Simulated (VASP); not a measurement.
# Mg2Zn3O5 (I4/mmm) in VASP: a series of runs, part 2 of 2

VASP 6.6.1. Earlier steps stand in the parts before.

## (3) Single point, PBE

This run uses another cell than the first one, of 12.33 Å³/atom.

The input, INCAR:

```
SYSTEM = Mg2Zn3O5
ALGO = Normal
EDIFF = 1E-6
ENCUT = 520
GGA = PE
ISIF = 2
ISMEAR = 0
LASPH = .True.
LCHARG = .False.
LREAL = .False.
LWAVE = .False.
NBANDS = 46
NELM = 60
PREC = Accurate
SIGMA = 0.1
```

The input, KPOINTS:

```
k-points
0
Gamma
  8 8 8
  0 0 0
```

The input, POSCAR:

```
Mg2Zn3O5
1.0
   -1.6335155400      1.6335155400     11.5506991800
    1.6335155400     -1.6335155400     11.5506991800
    1.6335155400      1.6335155400    -11.5506991800
Mg Zn O
2 3 5
Direct
    0.3000000000      0.3000000000      0.0000000000
    0.7000000000      0.7000000000      0.0000000000
    0.9000000000      0.9000000000      0.0000000000
    0.1000000000      0.1000000000      0.0000000000
    0.5000000000      0.5000000000      0.0000000000
    0.8000000000      0.8000000000      0.0000000000
    0.2000000000      0.2000000000      0.0000000000
    0.6000000000      0.6000000000      0.0000000000
    0.0000000000      0.0000000000      0.0000000000
    0.4000000000      0.4000000000      0.0000000000
```

Potentials or basis: VASP PAW PBE potentials, release 64 (Mg, Zn, O).

On the command line:

```bash
cat potpaw_PBE.64/Mg/POTCAR potpaw_PBE.64/Zn/POTCAR potpaw_PBE.64/O/POTCAR > POTCAR
mpirun -np 1 vasp_std > vasp.out
```

OUTCAR:

```text
SYSTEM = Mg2Zn3O5
   EDIFF = 1E-6
   ENCUT = 520
   GGA = PE
   ISIF = 2
   ISMEAR = 0
   LASPH = .True.
   LREAL = .False.
   NELM = 60
   PREC = Accurate

 ion  position               nearest neighbor table
   1  0.300  0.300  0.000-   6 2.31   6 2.31   6 2.31   6 2.31   7 2.31  10 2.31   2 3.27   2 3.27
                             2 3.27   2 3.27   3 3.27   3 3.27   3 3.27   3 3.27
   2  0.700  0.700  0.000-   7 2.31   7 2.31   7 2.31   7 2.31   6 2.31   8 2.31   1 3.27   1 3.27
                             1 3.27   1 3.27   4 3.27   4 3.27   4 3.27   4 3.27
   3  0.900  0.900  0.000-  10 2.31  10 2.31  10 2.31  10 2.31   9 2.31   6 2.31   1 3.27   1 3.27
                             1 3.27   1 3.27
   4  0.100  0.100  0.000-   8 2.31   8 2.31   8 2.31   8 2.31   9 2.31   7 2.31   2 3.27   2 3.27
                             2 3.27   2 3.27
   5  0.500  0.500  0.000-   9 2.31   9 2.31   9 2.31   9 2.31  10 2.31   8 2.31
   6  0.800  0.800  0.000-   1 2.31   1 2.31   1 2.31   1 2.31   2 2.31   3 2.31
   7  0.200  0.200  0.000-   2 2.31   2 2.31   2 2.31   2 2.31   1 2.31   4 2.31
[... 217 lines left out ...]
      4     -14.8005      2.00000
      5     -14.7143      2.00000
      6      -3.7922      2.00000
[... 1165 lines left out ...]
     45      10.4966      0.00000
     46      10.7599      0.00000

 [... further k-points ...]

------------------------ aborting loop because EDIFF is reached ----------------------------------------

  FORCE on cell =-STRESS in cart. coord.  units (eV):
  Direction    XX          YY          ZZ          XY          YZ          ZX
  --------------------------------------------------------------------------------------
  -------------------------------------------------------------------------------------
  Total      -16.4081827    -16.4081827    -16.4765470      0.0000000      0.0000000      0.0000000
  in kB     -213.2339054   -213.2339054   -214.1223391      0.0000000      0.0000000      0.0000000
  external PRESSURE =    -213.5300500 kB  Pullay stress =       0.0000000 kB

 VOLUME and BASIS-vectors are now :
 -----------------------------------------------------------------------------
  energy-cutoff  :      520.00
  volume of cell :      123.29
      direct lattice vectors                 reciprocal lattice vectors
    -1.633515540  1.633515540 11.550699180     0.000000000  0.306088303  0.043287423
     1.633515540 -1.633515540 11.550699180     0.306088303  0.000000000  0.043287423
     1.633515540  1.633515540-11.550699180     0.306088303  0.306088303  0.000000000

 POSITION                                       TOTAL-FORCE (eV/Angst)
 -----------------------------------------------------------------------------------
      0.00000      0.00000      6.93042        -0.000000     -0.000000      0.232930
      0.00000      0.00000     16.17098         0.000000      0.000000     -0.232930
      0.00000      0.00000     20.79126        -0.000000     -0.000000      0.120001
      0.00000      0.00000      2.31014         0.000000      0.000000     -0.120001
      0.00000      0.00000     11.55070        -0.000000     -0.000000      0.000000
      0.00000      0.00000     18.48112         0.000000      0.000000     -0.245909
      0.00000      0.00000      4.62028         0.000000      0.000000      0.245909
      0.00000      0.00000     13.86084         0.000000      0.000000      0.144399
      0.00000      0.00000      0.00000        -0.000000     -0.000000     -0.000000
      0.00000      0.00000      9.24056         0.000000      0.000000     -0.144399
 -----------------------------------------------------------------------------------
    total drift:                                0.000000      0.000000     -0.000000

  FREE ENERGIE OF THE ION-ELECTRON SYSTEM (eV)
  ---------------------------------------------------
  free  energy   TOTEN  =       -47.8316327955 eV

  energy  without entropy=      -47.8316326600  energy(sigma->0) =      -47.83163273
```

OSZICAR:

```text
N       E                     dE             d eps       ncg     rms          rms(c)
DAV:   1     0.684160381255E+03    0.68416E+03   -0.32267E+04  5428   0.188E+03
DAV:   2     0.578749185468E+02   -0.62629E+03   -0.58670E+03  5654   0.462E+02
DAV:   3    -0.505690155650E+02   -0.10844E+03   -0.10562E+03  5936   0.176E+02
DAV:   4    -0.560967075825E+02   -0.55277E+01   -0.54777E+01  6524   0.432E+01
DAV:   5    -0.561597912606E+02   -0.63084E-01   -0.63028E-01  6134   0.496E+00    0.171E+01
DAV:   6    -0.476535915672E+02    0.85062E+01   -0.28118E+01  9438   0.826E+01    0.861E+00
DAV:   7    -0.479873479557E+02   -0.33376E+00   -0.68117E+00  5916   0.174E+01    0.565E+00
DAV:   8    -0.479592227275E+02    0.28125E-01   -0.17817E+00  6698   0.791E+00    0.245E+00
DAV:   9    -0.478345922667E+02    0.12463E+00   -0.26676E-01  8508   0.576E+00    0.778E-01
DAV:  10    -0.478313835886E+02    0.32087E-02   -0.76046E-02  5764   0.146E+00    0.209E-01
DAV:  11    -0.478314885779E+02   -0.10499E-03   -0.40779E-03  6732   0.483E-01    0.894E-02
DAV:  12    -0.478316314913E+02   -0.14291E-03   -0.40615E-04  6188   0.291E-01    0.438E-02
DAV:  13    -0.478316321199E+02   -0.62867E-06   -0.79630E-05  6526   0.767E-02    0.183E-02
DAV:  14    -0.478316322034E+02   -0.83503E-07   -0.23790E-05  7360   0.385E-02    0.551E-03
DAV:  15    -0.478316327955E+02   -0.59204E-06   -0.17493E-06  4150   0.118E-02
   1 F= -.47831633E+02 E0= -.47831633E+02  d E =-.135438E-06
```

Run time: 51 min. Hardware: 1 thread of Intel Xeon 6975P-C (Granite Rapids), shared host; peak memory 1.6 GiB.

What came out:

```yaml
Free_energy: -47.8316 eV
Pressure: -21.4 GPa
Largest_force: 0.246 eV/Å
Band_gap_on_the_k_mesh: 0.59 eV (least direct gap 1.21 eV)
```

Forces in eV/Å, atoms in the order of the input:
```
Mg   0.000  0.000  0.233
Mg   0.000  0.000 -0.233
Zn   0.000  0.000  0.120
Zn   0.000  0.000 -0.120
Zn   0.000  0.000  0.000
O    0.000  0.000 -0.246
O    0.000  0.000  0.246
O    0.000  0.000  0.144
O    0.000  0.000  0.000
O    0.000  0.000 -0.144
```

Stress tensor (GPa, compression positive):
```
-21.32   0.00   0.00
  0.00 -21.32   0.00
  0.00   0.00 -21.41
```

Levels at points of the mesh, in eV from the valence-band top:
| k point | band 32 | band 33 | band 34 | band 35 | band 36 | band 37 | band 38 | band 39 |
| --- | --- | --- | --- | --- | --- | --- | --- | --- |
| (0.00, 0.00, 0.00) | -0.92 | -0.63 | -0.62 | -0.62 | 0.59 | 3.09 | 3.40 | 4.30 |
| (0.50, 0.00, 0.00) | -0.26 | -0.08 | -0.04 | 0.00 | 5.24 | 5.34 | 5.49 | 5.84 |
| (0.50, 0.50, 0.00) | -1.75 | -1.69 | -1.67 | -1.66 | 3.60 | 4.17 | 4.62 | 7.59 |
| (0.50, 0.50, 0.50) | -0.76 | -0.76 | -0.66 | -0.66 | 1.47 | 2.09 | 3.56 | 4.71 |

Caveat: the cell stands under tension; semilocal functionals underestimate gaps, and a narrow one can read as zero.
